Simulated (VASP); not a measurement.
Ge:

```xyz
7
Lattice="2.8975 1.6729 6.2939 -2.8975 1.6729 6.2939 0.0000 -3.3457 6.2939" Properties=species:S:1:pos:R:3 pbc="T T T"
Ge   -1.5506   -0.8952   11.4970
Ge    0.0000    1.7905   11.4970
Ge    1.5506   -0.8952   11.4970
Ge    1.5506    0.8952    7.3847
Ge    0.0000   -1.7905    7.3847
Ge   -1.5506    0.8952    7.3847
Ge    0.0000    0.0000    9.4408
```

The cell was generated, and may not be a known phase.

```yaml
Program: VASP 6.6.1
Task: relaxation of cell and atoms
Functional: PBE
Potentials_or_basis: VASP PAW PBE potentials, release 64 (Ge_d)
Cutoff: 500 eV
k_mesh: 6 × 6 × 6
Occupations: gaussian, width 0.1 eV
Spin: no spin polarisation
```

At the start: pressure 0.3 GPa; volume 26.15 Å³/atom.

**Question.** Where does the relaxation end?

**Answer.** Over 11 steps the energy falls by 6.4 meV/atom and the volume is 27.02 Å³/atom (+3.3 %); space group R-3m (No. 166, to 0.1 Å) before and after.

Step by step:
```
step  energy change (eV)  largest force (eV/Å)  pressure (GPa)  volume (Å³)
   1              0.0000                0.2928            0.28       183.04
   2             -0.0217                0.1410            0.38       184.25
   3             -0.0306                0.1014            0.51       185.73
   4             -0.0357                0.0593           -0.25       189.17
   5             -0.0359                0.0611           -0.14       188.62
   6             -0.0386                0.0560           -0.12       188.64
   7             -0.0435                0.0425           -0.01       188.70
   8             -0.0415                0.0228            0.23       188.74
   9             -0.0445                0.0348            0.08       188.72
  10             -0.0440                0.0507           -0.19       189.68
  11             -0.0450                0.0084           -0.04       189.12
```

Final structure:
```
Ge
1.0
     2.96709    1.71305    6.20126
    -2.96709    1.71305    6.20126
     0.00000   -3.42610    6.20126
Ge
7
Cartesian
  -1.6358 -0.9444 11.3157
  0.0000 1.8889 11.3157
  1.6358 -0.9444 11.3157
  1.6358 0.9444 7.2881
  0.0000 -1.8889 7.2881
  -1.6358 0.9444 7.2881
  0.0000 0.0000 9.3019
```
